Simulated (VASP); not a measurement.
# Ti4C3 (Pm-3m) in VASP: further runs

The runs below take Ti4C3 through single point, relaxation of cell and atoms, with PBE.

Program: VASP 6.6.1. These are calculated values, not measurements. Logs are shortened: lines on timing, memory, paths and dates and some standing lists are left out, and cuts for length are marked.

**1. The cell of the first run**

The structure is cubic, space group Pm-3m (No. 221). Conventional cell: a = 4.310 Å, b = 4.310 Å, c = 4.310 Å, α = 90.00°, β = 90.00°, γ = 90.00°. Ti (site symmetry m-3m) has 6 C at 2.16 Å within 2.9 Å. Within 2.9 Å of Ti (site symmetry 4/mmm) lie 4 C at 2.16 Å. C (site symmetry 4/mmm) has 6 Ti at 2.16 Å within 2.9 Å.

**2. Single point, PBE**

INCAR reads:

```
ALGO = Normal
EDIFF = 1E-7
ENCUT = 520
GGA = PE
ISIF = 2
ISMEAR = 0
LASPH = T
LCHARG = F
LREAL = F
LWAVE = F
NBANDS = 39
NELM = 100
PREC = Accurate
SIGMA = 0.1
```

KPOINTS reads:

```
k-points
0
Gamma
  10 10 10
```

POSCAR reads:

```
Ti4C3
1.0
    4.3103396498      0.0000000000      0.0000000000
    0.0000000000      4.3103396498      0.0000000000
    0.0000000000      0.0000000000      4.3103396498
Ti C
4 3
Direct
    0.0000000000      0.0000000000      0.0000000000
    0.0000000000      0.5000000000      0.5000000000
    0.5000000000      0.0000000000      0.5000000000
    0.5000000000      0.5000000000      0.0000000000
    0.5000000000      0.0000000000      0.0000000000
    0.0000000000      0.5000000000      0.0000000000
    0.0000000000      0.0000000000      0.5000000000
```

Potentials or basis: VASP PAW PBE potentials, release 64 (Ti_sv, C).

The run is started by

```sh
> cat potpaw_PBE.64/Ti_sv/POTCAR potpaw_PBE.64/C/POTCAR > POTCAR
> mpirun -np 1 vasp_std > vasp.out
```

OUTCAR:

```text
EDIFF = 1E-7
   ENCUT = 520
   GGA = PE
   ISIF = 2
   ISMEAR = 0
   LASPH = T
   LREAL = F
   NELM = 100
   PREC = Accurate

 ion  position               nearest neighbor table
   1  0.000  0.000  0.000-   5 2.16   6 2.16   7 2.16   7 2.16   6 2.16   5 2.16
   2  0.000  0.500  0.500-   6 2.16   7 2.16   6 2.16   7 2.16
   3  0.500  0.000  0.500-   5 2.16   7 2.16   5 2.16   7 2.16
   4  0.500  0.500  0.000-   5 2.16   6 2.16   5 2.16   6 2.16
   5  0.500  0.000  0.000-   1 2.16   3 2.16   4 2.16   3 2.16   4 2.16   1 2.16
   6  0.000  0.500  0.000-   1 2.16   2 2.16   4 2.16   2 2.16   1 2.16   4 2.16
   7  0.000  0.000  0.500-   1 2.16   2 2.16   3 2.16   1 2.16   2 2.16   3 2.16

  LATTYP: Found a simple cubic cell.
 ALAT       =     4.3103396498

  Lattice vectors:

 A1 = (   4.3103396498,   0.0000000000,   0.0000000000)
 A2 = (   0.0000000000,   4.3103396498,   0.0000000000)
 A3 = (   0.0000000000,   0.0000000000,   4.3103396498)

Analysis of symmetry for initial positions (statically):
=====================================================================
 Subroutine PRICEL returns:
 Original cell was already a primitive cell.

 Routine SETGRP: Setting up the symmetry group for a
 simple cubic supercell.

 Subroutine GETGRP returns: Found 48 space group operations
 (whereof 48 operations were pure point group operations)
 out of a pool of 48 trial point group operations.

The static configuration has the point symmetry O_h .

Analysis of symmetry for dynamics (positions and initial velocities):
=====================================================================
 Subroutine PRICEL returns:
 Original cell was already a primitive cell.

 Routine SETGRP: Setting up the symmetry group for a
 simple cubic supercell.

 Subroutine GETGRP returns: Found 48 space group operations
 (whereof 48 operations were pure point group operations)
 out of a pool of 48 trial point group operations.

The dynamic configuration has the point symmetry O_h .

 Subroutine INISYM returns: Found 48 space group operations
 (whereof 48 operations are pure point group operations),
 and found     1 'primitive' translations

----------------------------------------------------------------------------------------

                                     Primitive cell

  volume of cell :      80.0819

  direct lattice vectors                    reciprocal lattice vectors
     4.310339650  0.000000000  0.000000000     0.232000279  0.000000000  0.000000000
     0.000000000  4.310339650  0.000000000     0.000000000  0.232000279  0.000000000
[... 95 lines left out ...]
   EDIFF  = 0.1E-06   stopping-criterion for ELM
   LREAL  =      F    real-space projection
   EDIFFG = 0.1E-05   stopping-criterion for IOM
   NSW    =      0    number of steps for IOM
   IBRION =     -1    ionic relax: 0-MD 1-quasi-New 2-CG
   NFREE  =      0    steps in history (QN), initial steepest desc. (CG)
   ISIF   =      2    stress and relaxation
   ISYM   =      2    0-nonsym 1-usesym 2-fastsym
   POTIM  = 0.5000    time-step for ionic-motion
   TEBEG  =    0.0;   TEEND  =   0.0 temperature during run
   PSTRESS=    0.0 pullay stress
   NELECT =      60.0000    total number of electrons
   NUPDOWN=      -1.0000    fix difference up-down
   EMIN   =  10.00;   EMAX   =-10.00  energy-range for DOS
   EFERMI =   0.00;   METHOD = LEGACY
   ISMEAR =     0;   SIGMA  =   0.10  broadening in eV -4-tet -1-fermi 0-gaus
   EFERMI_NEDOS =   21; number of points for ismear=-14 and -15
   IALGO  =     38    algorithm
   IMIX   =      4    mixing-type and parameters
     AMIX     =   0.40;   BMIX     =  1.00
     AMIX_MAG =   1.60;   BMIX_MAG =  1.00
  volume/ion in A,a.u.               =      11.44        77.20
  Fermi-wavevector in a.u.,A,eV,Ry     =   1.486895  2.809825 30.080549  2.210858
  Thomas-Fermi vector in A             =   2.600124
   LORBIT       =      0    0 simple, 1 ext, 2 COOP (PROOUT), +10 PAW based schemes
   GGA     = PE    functional components
   LHFCALC =     F    Hartree Fock is set to
   AEXX    =    0.0000 exact exchange contribution
   IVDW    =     0    specifies the selected vdW correction
   LEPSILON=     F    determine dielectric tensor
   LRPA    =     F    only Hartree local field effects (RPA)
 non-spin polarized calculation
 Gauss-broadening in eV      SIGMA  =   0.10
  energy-cutoff  :      520.00
  volume of cell :       80.08
 maximum number of plane-waves:      2192
   NGX = 17   NGY = 17   NGZ = 17

 number of electron      60.0000000 magnetization

 Free energy of the ion-electron system (eV)
  ---------------------------------------------------
  ext. energy  EPLUGINS =         0.00000000
  ---------------------------------------------------
  free energy    TOTEN  =       -63.91152436 eV

  energy without entropy =      -63.90239808  energy(sigma->0) =      -63.90696122

 E-fermi :   9.0669     XC(G=0): -12.2942

 val. band max:        9.0444462729   @ k =   0.3000   0.0000   0.0000
 cond. band min:       9.0763731324   @ k =   0.1000   0.0000   0.0000
 fundamental gap:      0.0319268595
 Fermi energy:         9.0669313068

 k-point     1 :       0.0000    0.0000    0.0000
  band No.  band energies     occupation
      1     -47.7739      2.00000
      2     -47.6908      2.00000
      3     -47.6908      2.00000
      4     -47.5752      2.00000
      5     -24.2152      2.00000
      6     -24.2152      2.00000
[... 997 lines left out ...]
     38      11.8109      0.00000
     39      12.1593      0.00000

 [... further k-points ...]
[... 5 lines left out ...]
  --------------------------------------------------------------------------------------
  -------------------------------------------------------------------------------------
  Total        0.0800420      0.0800420      0.0800420      0.0000000     -0.0000000      0.0000000
  in kB        1.6013784      1.6013784      1.6013784      0.0000000     -0.0000000      0.0000000
  external PRESSURE =       1.6013784 kB  Pullay stress =       0.0000000 kB

 VOLUME and BASIS-vectors are now :
 -----------------------------------------------------------------------------
  energy-cutoff  :      520.00
  volume of cell :       80.08
      direct lattice vectors                 reciprocal lattice vectors
     4.310339650  0.000000000  0.000000000     0.232000279  0.000000000  0.000000000
     0.000000000  4.310339650  0.000000000     0.000000000  0.232000279  0.000000000
     0.000000000  0.000000000  4.310339650     0.000000000  0.000000000  0.232000279

 POSITION                                       TOTAL-FORCE (eV/Angst)
 -----------------------------------------------------------------------------------
      0.00000      0.00000      0.00000         0.000000      0.000000      0.000000
      0.00000      2.15517      2.15517         0.000000      0.000000      0.000000
      2.15517      0.00000      2.15517         0.000000      0.000000      0.000000
      2.15517      2.15517      0.00000         0.000000      0.000000      0.000000
      2.15517      0.00000      0.00000         0.000000      0.000000      0.000000
      0.00000      2.15517      0.00000         0.000000      0.000000      0.000000
      0.00000      0.00000      2.15517         0.000000      0.000000      0.000000
 -----------------------------------------------------------------------------------
    total drift:                                0.000000     -0.000000     -0.000000

  FREE ENERGIE OF THE ION-ELECTRON SYSTEM (eV)
  ---------------------------------------------------
  free  energy   TOTEN  =       -63.9115243591 eV

  energy  without entropy=      -63.9023980820  energy(sigma->0) =      -63.90696122
```

OSZICAR:

```text
N       E                     dE             d eps       ncg     rms          rms(c)
DAV:   1     0.793937746707E+03    0.79394E+03   -0.29254E+04  4368   0.188E+03
DAV:   2     0.399608609703E+02   -0.75398E+03   -0.73261E+03  4368   0.572E+02
DAV:   3    -0.736970760303E+02   -0.11366E+03   -0.11103E+03  6577   0.188E+02
DAV:   4    -0.831482795806E+02   -0.94512E+01   -0.93715E+01  6488   0.528E+01
DAV:   5    -0.835980915725E+02   -0.44981E+00   -0.44956E+00  6762   0.105E+01    0.330E+01
DAV:   6    -0.649930540951E+02    0.18605E+02   -0.16167E+02  5949   0.750E+01    0.106E+01
DAV:   7    -0.639591371774E+02    0.10339E+01   -0.20351E+01  5990   0.257E+01    0.676E+00
DAV:   8    -0.639032327398E+02    0.55904E-01   -0.11608E+00  6440   0.824E+00    0.480E+00
DAV:   9    -0.639133342302E+02   -0.10101E-01   -0.50756E-01  5521   0.489E+00    0.115E+00
DAV:  10    -0.639079298106E+02    0.54044E-02   -0.15693E-01  5854   0.298E+00    0.913E-01
DAV:  11    -0.639116535841E+02   -0.37238E-02   -0.20974E-02  5427   0.123E+00    0.105E-01
DAV:  12    -0.639114931082E+02    0.16048E-03   -0.32579E-03  6810   0.464E-01    0.894E-02
DAV:  13    -0.639115371582E+02   -0.44050E-04   -0.53666E-04  5893   0.197E-01    0.178E-02
DAV:  14    -0.639115279349E+02    0.92233E-05   -0.96647E-05  6395   0.685E-02    0.167E-02
DAV:  15    -0.639115251765E+02    0.27584E-05   -0.92869E-06  6182   0.254E-02    0.544E-03
DAV:  16    -0.639115243142E+02    0.86231E-06   -0.30128E-06  5922   0.822E-03    0.114E-03
DAV:  17    -0.639115243591E+02   -0.44951E-07   -0.26561E-07  4217   0.327E-03
   1 F= -.63911524E+02 E0= -.63906961E+02  d E =-.912628E-02
```

stdout:

```text
POSCAR found type information on POSCAR TiC
 POSCAR found :  2 types and       7 ions
 scaLAPACK will be used
 LDA part: xc-table for (Slater+PW92), standard interpolation
 POSCAR, INCAR and KPOINTS ok, starting setup
 FFT: planning ... GRIDC
 FFT: planning ... GRID_SOFT
 FFT: planning ... GRID
 WAVECAR not read
 entering main loop
```

It took 61 s on 1 thread of Intel Xeon 6975P-C (Granite Rapids), shared host; peak memory 0.26 GiB.

Results:

```
Free energy            : -63.9115 eV
Pressure               : 0.2 GPa
Band gap on the k mesh : zero (band 30 reaches 9.61 eV, above the bottom of band 31 at 8.46 eV)
```

**3. Relaxation of cell and atoms, PBE**

INCAR reads:

```
SYSTEM = Ti4C3
ALGO = Normal
EDIFF = 1E-6
EDIFFG = -0.01
ENCUT = 600
GGA = PE
IBRION = 2
ISIF = 3
ISMEAR = 0
LASPH = .True.
LCHARG = .False.
LREAL = .False.
LWAVE = .False.
NELM = 100
NSW = 100
PREC = Accurate
SIGMA = 0.1
```

KPOINTS reads:

```
k-points
0
Gamma
  10 10 10
  0 0 0
```

POSCAR is that of step 2.

Potentials or basis: VASP PAW PBE potentials, release 64 (Ti_sv, C).

The run is started by

```sh
> cat potpaw_PBE.64/Ti_sv/POTCAR potpaw_PBE.64/C/POTCAR > POTCAR
> mpirun -np 1 vasp_std > vasp.out
```

Wall time 88 s (1 thread of Intel Xeon 6975P-C (Granite Rapids), shared host); peak memory 0.29 GiB.

Results (log left out):

* Free energy: -63.9130 eV
* Pressure after relaxing: 0.1 GPa
* Band gap on the k mesh: zero (band 30 reaches 9.61 eV, above the bottom of band 31 at 8.46 eV)

Final structure:
```
CELL_PARAMETERS angstrom
4.31034 0.00000 0.00000
0.00000 4.31034 0.00000
0.00000 0.00000 4.31034
ATOMIC_POSITIONS crystal
Ti 0.00000 0.00000 0.00000
Ti 0.00000 0.50000 0.50000
Ti 0.50000 0.00000 0.50000
Ti 0.50000 0.50000 0.00000
C 0.50000 0.00000 0.00000
C 0.00000 0.50000 0.00000
C 0.00000 0.00000 0.50000
```

Levels at points of the mesh, in eV from the Fermi level:
```
           k point  band 28  band 29  band 30  band 31  band 32  band 33
(0.00, 0.00, 0.00)    -0.24    -0.24     0.55     0.55     0.55     0.81
(0.50, 0.00, 0.00)    -0.82    -0.66    -0.61    -0.61     0.99     0.99
(0.50, 0.50, 0.00)    -2.79    -0.88    -0.50     0.51     0.51     1.92
(0.50, 0.50, 0.50)    -3.13     0.03     0.03     0.03     0.08     2.69
```

Caveat: the relaxation stopped at its first step, so nothing moved.

**4. Single point, PBE (volume scaled by 1.06)**

INCAR reads:

```
SYSTEM = Ti4C3
PREC = Accurate ; ENCUT = 520
EDIFF = 1E-6 ; ISMEAR = 0
SIGMA = 0.1 ; LREAL = .FALSE.
LASPH = .TRUE. ; NELM = 100
ALGO = Normal ; ISIF = 2
LWAVE = .FALSE. ; LCHARG = .FALSE.
GGA = PE ; NBANDS = 39
```

KPOINTS reads:

```
Automatic mesh
0
G
  10 10 10
  0 0 0
```

POSCAR, as its differences from that of step 3:

```diff
@@ -2,5 +2,5 @@
 1.0
-    4.3103396498      0.0000000000      0.0000000000
-    0.0000000000      4.3103396498      0.0000000000
-    0.0000000000      0.0000000000      4.3103396498
+    4.3948775759      0.0000000000      0.0000000000
+    0.0000000000      4.3948775759      0.0000000000
+    0.0000000000      0.0000000000      4.3948775759
 Ti C
```

The run is started by

```sh
> cat potpaw_PBE.64/Ti_sv/POTCAR potpaw_PBE.64/C/POTCAR > POTCAR
> mpirun -np 1 vasp_std > vasp.out
```

It took 2.8 min on 1 thread of AMD EPYC 9R14 (Zen 4), shared host; peak memory 0.26 GiB.

Results (log left out):

```
Free energy            : -63.7409 eV
Pressure               : -11.1 GPa
Band gap on the k mesh : zero (band 30 reaches 8.95 eV, above the bottom of band 31 at 7.84 eV)
```

Levels at points of the mesh, in eV from the Fermi level:
```csv
k point,band 27,band 28,band 29,band 30,band 31,band 32,band 33,band 34
"(0.00, 0.00, 0.00)",-0.27,-0.27,-0.27,0.53,0.53,0.53,0.75,0.75
"(0.50, 0.00, 0.00)",-1.61,-0.72,-0.58,-0.58,-0.58,0.94,0.94,1.27
"(0.50, 0.50, 0.00)",-2.66,-2.62,-0.83,-0.46,0.48,0.48,1.78,1.82
"(0.50, 0.50, 0.50)",-2.94,-2.94,0.02,0.03,0.03,0.03,2.48,2.48
```

**5. Overview**

| task | cell | cutoff (eV) | gap on the mesh (eV) | pressure (GPa) |
| --- | --- | --- | --- | --- |
| single point | a = 4.310 Å, 7 atoms | 520 | none | 0.2 |
| relaxation of cell and atoms | relaxed from a = 4.310 Å, 7 atoms | 600 | none | 0.1 |
| single point | a = 4.395 Å, 7 atoms | 520 | none | -11.1 |

Alike in all rows: level PBE; potentials or basis VASP PAW PBE potentials, release 64 (Ti_sv, C); no spin polarisation; k mesh 10 × 10 × 10; smearing gaussian 0.1 eV.

Caveats: the relaxation stopped at its first step, so nothing moved (some runs).

Total energies depend on the potentials used, so only differences within one code and one set of settings carry meaning.
